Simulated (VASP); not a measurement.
# MnCu (R-3m) in VASP: further runs

The runs below take MnCu through single point, with PBE.

All numbers are computed with VASP 6.6.1; they aren't measurements. Logs are shortened: lines on timing, memory, paths and dates and some standing lists are left out, and cuts for length are marked.

## Step 1: The cell of the first run

The structure is trigonal, space group R-3m (No. 166). Conventional cell: a = 2.557 Å, b = 2.557 Å, c = 12.927 Å, α = 90.00°, β = 90.00°, γ = 120.00°. Mn (site symmetry -3m) has 6 Mn at 2.56 Å and 6 Cu at 2.61 Å within 3.4 Å. Cu (site symmetry -3m) has 6 Cu at 2.56 Å and 6 Mn at 2.61 Å within 3.4 Å.

## Step 2: Single point, PBE, collinear spin, ferromagnetic start

File INCAR:

```
PREC     = Accurate       # precision mode
ENCUT    = 600            # plane-wave cutoff, eV
EDIFF    = 1E-6           # SCF threshold, eV
ISMEAR   = 0              # smearing method
SIGMA    = 0.1            # smearing width, eV
LREAL    = False          # projectors in reciprocal space
LASPH    = True           # aspherical terms in the spheres
NELM     = 200            # most SCF steps
ALGO     = Normal         # electronic algorithm
ISIF     = 2              # what is computed and relaxed
LWAVE    = False          # write WAVECAR
LCHARG   = False          # write CHGCAR
ISPIN    = 2              # spin polarisation
MAGMOM   = 4 0            # initial moments
LORBIT   = 11             # projections on sites
LMAXMIX  = 4              # l up to which the mixer works
GGA      = PE             # functional
NBANDS   = 23             # bands
GGA_COMPAT= False
```

File KPOINTS:

```
regular mesh
0
Gamma
  18 18 18
```

File POSCAR:

```
MnCu
1.0
   -1.8852375568     -1.8852375568     -3.6930058161
   -1.8852375568     -3.6930058161     -1.8852375568
   -3.6930058161     -1.8852375568     -1.8852375568
Mn Cu
1 1
Direct
    0.0000000000      0.0000000000      0.0000000000
    0.5000000000      0.5000000000      0.5000000000
```

Potentials or basis: VASP PAW PBE potentials, release 64 (Mn_pv, Cu).

The run is started by

```sh
$ cat potpaw_PBE.64/Mn_pv/POTCAR potpaw_PBE.64/Cu/POTCAR > POTCAR
$ mpirun -np 1 vasp_std > vasp.out
```

OUTCAR:

```text
PREC = Accurate
   ENCUT = 600
   EDIFF = 1E-6
   ISMEAR = 0
   LREAL = False
   LASPH = True
   NELM = 200
   ISIF = 2
   ISPIN = 2
   LORBIT = 11
   GGA = PE

 ion  position               nearest neighbor table
   1  0.000  0.000  0.000-   2 2.61   2 2.61   2 2.61   2 2.61   2 2.61   2 2.61
   2  0.500  0.500  0.500-   1 2.61   1 2.61   1 2.61   1 2.61   1 2.61   1 2.61

  LATTYP: Found a trigonal (rhomboedric) cell.
 ALAT       =     4.5548362483
 COS(alpha) =     0.8424784498

  Lattice vectors:

 A1 = (  -1.8852375568,  -1.8852375568,  -3.6930058161)
 A2 = (  -1.8852375568,  -3.6930058161,  -1.8852375568)
 A3 = (  -3.6930058161,  -1.8852375568,  -1.8852375568)

Analysis of symmetry for initial positions (statically):
=====================================================================
 Subroutine PRICEL returns:
 Original cell was already a primitive cell.

 Routine SETGRP: Setting up the symmetry group for a
 trigonal (rhombohedral) supercell.

 Subroutine GETGRP returns: Found 12 space group operations
 (whereof 12 operations were pure point group operations)
 out of a pool of 12 trial point group operations.

The static configuration has the point symmetry D_3d.

Analysis of symmetry for dynamics (positions and initial velocities):
=====================================================================
 Subroutine PRICEL returns:
 Original cell was already a primitive cell.

 Routine SETGRP: Setting up the symmetry group for a
 trigonal (rhombohedral) supercell.

 Subroutine GETGRP returns: Found 12 space group operations
 (whereof 12 operations were pure point group operations)
 out of a pool of 12 trial point group operations.

The dynamic configuration has the point symmetry D_3d.

Analysis of structural, dynamic, and magnetic symmetry:
=====================================================================
 Subroutine PRICEL returns:
 Original cell was already a primitive cell.

 Routine SETGRP: Setting up the symmetry group for a
 trigonal (rhombohedral) supercell.

 Subroutine GETGRP returns: Found 12 space group operations
 (whereof 12 operations were pure point group operations)
 out of a pool of 12 trial point group operations.

The overall configuration has the point symmetry D_3d.

 Subroutine INISYM returns: Found 12 space group operations
 (whereof 12 operations are pure point group operations),
 and found     1 'primitive' translations

----------------------------------------------------------------------------------------

                                     Primitive cell

  volume of cell :      24.3909

  direct lattice vectors                    reciprocal lattice vectors
    -1.885237557 -1.885237557 -3.693005816     0.139727503  0.139727503 -0.413440744
    -1.885237557 -3.693005816 -1.885237557     0.139727503 -0.413440744  0.139727503
    -3.693005816 -1.885237557 -1.885237557    -0.413440744  0.139727503  0.139727503

  length of vectors
     4.554836248  4.554836248  4.554836248     0.458236619  0.458236619  0.458236619

  position of ions in fractional coordinates (direct lattice)
     0.000000000  0.000000000  0.000000000
     0.500000000  0.500000000  0.500000000

  ion indices of the primitive-cell ions
   primitive index   ion index
                 1           1
                 2           2

----------------------------------------------------------------------------------------

 KPOINTS: regular mesh

Automatic generation of k-mesh.
 Grid dimensions read from file:
 generate k-points for:   18   18   18

 Generating k-lattice:

  Cartesian coordinates                     Fractional coordinates (reciprocal lattice)
     0.007762639  0.007762639 -0.022968930     0.055555556  0.000000000  0.000000000
     0.007762639 -0.022968930  0.007762639     0.000000000  0.055555556  0.000000000
    -0.022968930  0.007762639  0.007762639     0.000000000  0.000000000  0.055555556

  Length of vectors
     0.025457590  0.025457590  0.025457590

  Shift w.r.t. Gamma in fractional coordinates (k-lattice)
     0.000000000  0.000000000  0.000000000

 Subroutine IBZKPT returns following result:
 ===========================================

 Found    580 irreducible k-points:

 Following reciprocal coordinates:
            Coordinates               Weight
  0.000000  0.000000  0.000000      1.000000
  0.055556  0.000000  0.000000      6.000000
  0.111111  0.000000  0.000000      6.000000
  0.166667 -0.000000 -0.000000      6.000000
  0.222222  0.000000  0.000000      6.000000
  0.277778  0.000000  0.000000      6.000000
[... 16 lines left out ...]
 -0.277778  0.055556  0.000000     12.000000
 -0.222222  0.055556 -0.000000     12.000000
 [... further k-points ...]
   k-points           NKPTS =    580   k-points in BZ     NKDIM =    580   number of bands    NBANDS=     23
   number of dos      NEDOS =    301   number of ions     NIONS =      2
   total plane-waves  NPLWV =  46656
   dimension x,y,z NGX =    36 NGY =   36 NGZ =   36
   dimension x,y,z NGXF=    72 NGYF=   72 NGZF=   72
   ions per type =               1   1
   NGX,Y,Z   is equivalent  to a cutoff of  13.14, 13.14, 13.14 a.u.
   NGXF,Y,Z  is equivalent  to a cutoff of  26.28, 26.28, 26.28 a.u.
 SYSTEM =  unknown system
   PREC   = accura    normal or accurate (medium, high low for compatibility)
   ISTART =      0    job   : 0-new  1-cont  2-samecut
   ICHARG =      2    charge: 1-file 2-atom 10-const
   ISPIN  =      2    spin polarized calculation?
   LNONCOLLINEAR =      F non collinear calculations
   LSORBIT =      F    spin-orbit coupling
   LASPH  =      T    aspherical Exc in radial PAW
   ENCUT  =  600.0 eV  44.10 Ry    6.64 a.u.   9.10  9.10  9.10*2*pi/ulx,y,z
   NELM   =    200;   NELMIN=  2; NELMDL= -5     # of ELM steps
   EDIFF  = 0.1E-05   stopping-criterion for ELM
   LREAL  =      F    real-space projection
   EDIFFG = 0.1E-04   stopping-criterion for IOM
   NSW    =      0    number of steps for IOM
   IBRION =     -1    ionic relax: 0-MD 1-quasi-New 2-CG
   NFREE  =      0    steps in history (QN), initial steepest desc. (CG)
   ISIF   =      2    stress and relaxation
   ISYM   =      2    0-nonsym 1-usesym 2-fastsym
   POTIM  = 0.5000    time-step for ionic-motion
   TEBEG  =    0.0;   TEEND  =   0.0 temperature during run
   PSTRESS=    0.0 pullay stress
   NELECT =      24.0000    total number of electrons
   NUPDOWN=      -1.0000    fix difference up-down
   EMIN   =  10.00;   EMAX   =-10.00  energy-range for DOS
   EFERMI =   0.00;   METHOD = LEGACY
   ISMEAR =     0;   SIGMA  =   0.10  broadening in eV -4-tet -1-fermi 0-gaus
   EFERMI_NEDOS =   21; number of points for ismear=-14 and -15
   IALGO  =     38    algorithm
   IMIX   =      4    mixing-type and parameters
     AMIX     =   0.40;   BMIX     =  1.00
     AMIX_MAG =   1.60;   BMIX_MAG =  1.00
  volume/ion in A,a.u.               =      12.20        82.30
  Fermi-wavevector in a.u.,A,eV,Ry     =   1.628307  3.077054 36.074261  2.651383
  Thomas-Fermi vector in A             =   2.720959
   LORBIT       =     11    0 simple, 1 ext, 2 COOP (PROOUT), +10 PAW based schemes
   GGA     = PE    functional components
   LHFCALC =     F    Hartree Fock is set to
   AEXX    =    0.0000 exact exchange contribution
   IVDW    =     0    specifies the selected vdW correction
   LEPSILON=     F    determine dielectric tensor
   LRPA    =     F    only Hartree local field effects (RPA)
 spin polarized calculation
 Gauss-broadening in eV      SIGMA  =   0.10
  energy-cutoff  :      600.00
  volume of cell :       24.39
 maximum number of plane-waves:       826
   NGX = 19   NGY = 19   NGZ = 19

 number of electron      23.9999995 magnetization       2.6237238

 Free energy of the ion-electron system (eV)
  ---------------------------------------------------
  ext. energy  EPLUGINS =         0.00000000
  ---------------------------------------------------
  free energy    TOTEN  =       -12.18178935 eV

  energy without entropy =      -12.17216961  energy(sigma->0) =      -12.17697948

 E-fermi :   8.0977     XC(G=0): -12.8789

 val. band max:        8.0973027004   @ k =  -0.3889   0.4444   0.2778
 cond. band min:       8.0992075017   @ k =   0.5000   0.3889   0.1667
 fundamental gap:      0.0019048014
 Fermi energy:         8.0976830009

 spin component 1

 k-point     1 :       0.0000    0.0000    0.0000
  band No.  band energies     occupation
      1     -40.8374      1.00000
      2     -40.4708      1.00000
      3     -40.4708      1.00000
      4      -0.5944      1.00000
      5       3.2110      1.00000
      6       5.0930      1.00000
[... 15 lines left out ...]
     22      33.8944      0.00000
     23      33.8944      0.00000
[... 575 lines left out ...]
      1     -40.8071      1.00000
      2     -40.6821      1.00000
      3     -40.5250      1.00000
      4       1.4284      1.00000
      5       4.1631      1.00000
      6       4.5376      1.00000
[... 15 lines left out ...]
     22      30.6990      0.00000
     23      31.9612      0.00000

 [... further k-points ...]

 spin component 2

 k-point     1 :       0.0000    0.0000    0.0000
  band No.  band energies     occupation
      1     -37.9829      1.00000
      2     -37.9829      1.00000
      3     -37.8726      1.00000
      4      -0.3978      1.00000
      5       3.6704      1.00000
      6       5.2337      1.00000
[... 15 lines left out ...]
     22      34.1204      0.00000
     23      34.1204      0.00000
[... 575 lines left out ...]
      1     -38.2133      1.00000
      2     -38.0414      1.00000
      3     -37.8380      1.00000
      4       1.6454      1.00000
      5       4.4478      1.00000
      6       4.8123      1.00000
[... 15 lines left out ...]
     22      31.1378      0.00000
     23      32.3789      0.00000

 [... further k-points ...]

------------------------ aborting loop because EDIFF is reached ----------------------------------------

  FORCE on cell =-STRESS in cart. coord.  units (eV):
  Direction    XX          YY          ZZ          XY          YZ          ZX
  --------------------------------------------------------------------------------------
  -------------------------------------------------------------------------------------
  Total        0.0885479      0.0885479      0.0885479     -0.0022749     -0.0022749     -0.0022749
  in kB        5.8165026      5.8165026      5.8165026     -0.1494346     -0.1494346     -0.1494346
  external PRESSURE =       5.8165026 kB  Pullay stress =       0.0000000 kB

 VOLUME and BASIS-vectors are now :
 -----------------------------------------------------------------------------
  energy-cutoff  :      600.00
  volume of cell :       24.39
      direct lattice vectors                 reciprocal lattice vectors
    -1.885237557 -1.885237557 -3.693005816     0.139727503  0.139727503 -0.413440744
    -1.885237557 -3.693005816 -1.885237557     0.139727503 -0.413440744  0.139727503
    -3.693005816 -1.885237557 -1.885237557    -0.413440744  0.139727503  0.139727503

 POSITION                                       TOTAL-FORCE (eV/Angst)
 -----------------------------------------------------------------------------------
      0.00000      0.00000      0.00000         0.000000      0.000000     -0.000000
     -3.73174     -3.73174     -3.73174        -0.000000     -0.000000      0.000000
 -----------------------------------------------------------------------------------
    total drift:                               -0.000000      0.000000     -0.000000

  FREE ENERGIE OF THE ION-ELECTRON SYSTEM (eV)
  ---------------------------------------------------
  free  energy   TOTEN  =       -12.1817893492 eV

  energy  without entropy=      -12.1721696092  energy(sigma->0) =      -12.17697948

 total charge

# of ion       s       p       d       tot
------------------------------------------
    1        0.365   6.282   5.072  11.719
    2        0.466   0.423   9.134  10.024
--------------------------------------------------
tot          0.831   6.705  14.207  21.743

 magnetization (x)

# of ion       s       p       d       tot
------------------------------------------
    1        0.004   0.020   2.456   2.480
    2       -0.019  -0.025   0.132   0.088
--------------------------------------------------
tot         -0.015  -0.005   2.588   2.568
```

It took 10 min on 1 thread of Intel Xeon 6975P-C (Granite Rapids), shared host; peak memory 0.72 GiB.

Results:

- Free energy: -12.1818 eV
- Pressure: 0.6 GPa
- Net moment: 2.62 μB per cell
- Site moments: Mn +2.48; Cu +0.09 μB
- Valence electrons inside the program's atomic spheres: Mn 11.72; Cu 10.02

Levels at points of the mesh, in eV from the Fermi level:
Spin up:
```tsv
k point	band 10	band 11	band 12	band 13	band 14	band 15	band 16	band 17
(0.00, 0.00, 0.00)	-2.49	-1.31	-1.31	-0.80	-0.14	-0.14	4.92	20.13
(0.50, 0.00, 0.00)	-1.93	-1.69	-0.80	0.76	1.40	2.73	6.95	8.48
(0.50, 0.50, 0.00)	-1.23	-0.41	-0.37	-0.09	0.77	2.11	5.26	8.77
(0.50, 0.50, 0.50)	-2.28	-2.28	-1.49	-1.49	-0.32	-0.32	11.97	13.10
```
Spin down:
```tsv
k point	band 8	band 9	band 10	band 11	band 12	band 13	band 14	band 15
(0.00, 0.00, 0.00)	-2.23	-2.23	-1.36	-0.56	0.67	0.67	2.52	2.52
(0.50, 0.00, 0.00)	-2.39	-1.72	-1.56	-0.12	1.68	1.80	3.07	4.30
(0.50, 0.50, 0.00)	-1.57	-1.37	-0.29	-0.07	1.98	2.13	2.42	3.07
(0.50, 0.50, 0.50)	-2.83	-2.14	-2.14	-0.47	0.57	0.57	2.41	2.41
```

## Step 3: Single point, PBE, collinear spin, ferromagnetic start

File INCAR:

```
PREC     = Accurate       # precision mode
ENCUT    = 520            # plane-wave cutoff, eV
EDIFF    = 1E-7           # SCF threshold, eV
ISMEAR   = 0              # smearing method
SIGMA    = 0.1            # smearing width, eV
LREAL    = F              # projectors in reciprocal space
LASPH    = T              # aspherical terms in the spheres
NELM     = 150            # most SCF steps
ALGO     = Normal         # electronic algorithm
ISIF     = 2              # what is computed and relaxed
LWAVE    = F              # write WAVECAR
LCHARG   = F              # write CHGCAR
ISPIN    = 2              # spin polarisation
MAGMOM   = 2.58 0.12      # initial moments
LORBIT   = 11             # projections on sites
LMAXMIX  = 4              # l up to which the mixer works
GGA      = PE             # functional
NBANDS   = 23             # bands
```

KPOINTS is that of step 2.

File POSCAR:

```
MnCu
1.0
   -1.8852375576     -1.8852375576     -3.6930058167
   -1.8852375576     -3.6930058167     -1.8852375576
   -3.6930058167     -1.8852375576     -1.8852375576
Mn Cu
1 1
Direct
    0.0000000000      1.0000000000      0.0000000000
    0.5000000000      0.5000000000      0.5000000000
```

Potentials or basis: VASP PAW PBE potentials, release 64 (Mn_pv, Cu).

The run is started by

```sh
$ cat potpaw_PBE.64/Mn_pv/POTCAR potpaw_PBE.64/Cu/POTCAR > POTCAR
$ mpirun -np 1 vasp_std > vasp.out
```

Run time: 36 min. Hardware: 1 thread of Oxide Virtual Turin-like, shared host; peak memory 0.6 GiB.

It converged, with:

```yaml
Free_energy: -12.1820 eV
Pressure: 0.7 GPa
Net_moment: 2.62 μB per cell
Site_moments: Mn +2.48; Cu +0.09 μB
Valence_electrons_inside_the_program's_atomic_spheres: Mn 11.72; Cu 10.02
```

Levels at points of the mesh, in eV from the Fermi level:
Spin up:
```csv
k point,band 9,band 10,band 11,band 12,band 13,band 14,band 15,band 16,band 17,band 18
"(0.00, 0.00, 0.00)",-2.49,-2.49,-1.31,-1.31,-0.80,-0.14,-0.14,4.92,20.13,21.15
"(0.50, 0.00, 0.00)",-2.53,-1.93,-1.69,-0.80,0.76,1.40,2.73,6.95,8.48,12.49
"(0.50, 0.50, 0.00)",-1.69,-1.23,-0.41,-0.37,-0.09,0.77,2.11,5.26,8.77,12.92
"(0.50, 0.50, 0.50)",-2.44,-2.28,-2.28,-1.49,-1.49,-0.32,-0.32,11.97,13.10,20.86
```
Spin down:
```tsv
k point	band 8	band 9	band 10	band 11	band 12	band 13	band 14	band 15
(0.00, 0.00, 0.00)	-2.23	-2.23	-1.36	-0.56	0.67	0.67	2.52	2.52
(0.50, 0.00, 0.00)	-2.39	-1.72	-1.56	-0.12	1.68	1.80	3.07	4.30
(0.50, 0.50, 0.00)	-1.57	-1.37	-0.29	-0.07	1.98	2.13	2.42	3.07
(0.50, 0.50, 0.50)	-2.83	-2.14	-2.14	-0.47	0.57	0.57	2.41	2.41
```
